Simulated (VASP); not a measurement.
Set up this calculation in VASP 6.6.1, as the native input.

```yaml
Task: single point
Functional: r2SCAN
Potentials_or_basis: VASP PAW PBE potentials, release 64 (Co)
Cutoff: 520 eV
k_mesh: 17 × 17 × 17
Occupations: fermi-dirac, width 0.05 eV
Spin: collinear spin, ferromagnetic start
Starting_moments: "[1.954] μB"
Dipole_correction: no
Further_INCAR_settings: ALGO = Normal; EDIFF = 1e-06; NBANDS = 14
```

The system is Co.

```
CELL_PARAMETERS angstrom
0.00000 1.70919 1.70919
1.70919 0.00000 1.70919
1.70919 1.70919 0.00000
ATOMIC_POSITIONS crystal
Co 0.00000 0.00000 0.00000
```

This isn't the form of Co at room conditions, which is hcp.

The input as run:

POSCAR

```
Co
1.0
    0.0000000000      1.7091909692      1.7091909692
    1.7091909692      0.0000000000      1.7091909692
    1.7091909692      1.7091909692      0.0000000000
Co
1
Direct
    0.0000000000      0.0000000000      0.0000000000
```

INCAR.step1

```
SYSTEM = Co
PREC = Accurate
ENCUT = 520
ISMEAR = -1
SIGMA = 0.05
LREAL = .False.
LASPH = .True.
NELM = 150
ISPIN = 2
MAGMOM = 1.954
LMAXMIX = 4
NBANDS = 14
GGA = PE
ALGO = Normal
EDIFF = 1E-4
LWAVE = .True.
LCHARG = .False.
```

INCAR.step2

```
SYSTEM = Co
PREC = Accurate
ENCUT = 520
EDIFF = 1E-6
ISMEAR = -1
SIGMA = 0.05
LREAL = .False.
LASPH = .True.
NELM = 150
ALGO = Normal
ISIF = 2
LWAVE = .False.
LCHARG = .False.
ISPIN = 2
MAGMOM = 1.954
LORBIT = 11
LMAXMIX = 4
METAGGA = R2SCAN
LMIXTAU = .True.
NBANDS = 14
ISTART = 1
```

KPOINTS

```
Automatic mesh
0
Gamma
  17 17 17
  0 0 0
```

Potentials or basis: VASP PAW PBE potentials, release 64 (Co).

Launch:

```bash
$ cat potpaw_PBE.64/Co/POTCAR > POTCAR
$ cp INCAR.step1 INCAR
$ mpirun -np 1 vasp_std > vasp.out
$ cp INCAR.step2 INCAR
$ mpirun -np 1 vasp_std > vasp.out
```

It gave:

The pressure is 20.1 GPa and the net moment is 1.77 μB per cell. The site moments are Co +1.80 μB and the valence electrons inside the program's atomic spheres are Co 8.47.

Caveat: the cell stands under pressure; the PAW data sets were made with another functional, which shifts forces and pressure a little.

Wall time 7.1 min on 1 thread of AMD EPYC 7R13, on a shared host, peak memory 0.13 GiB.
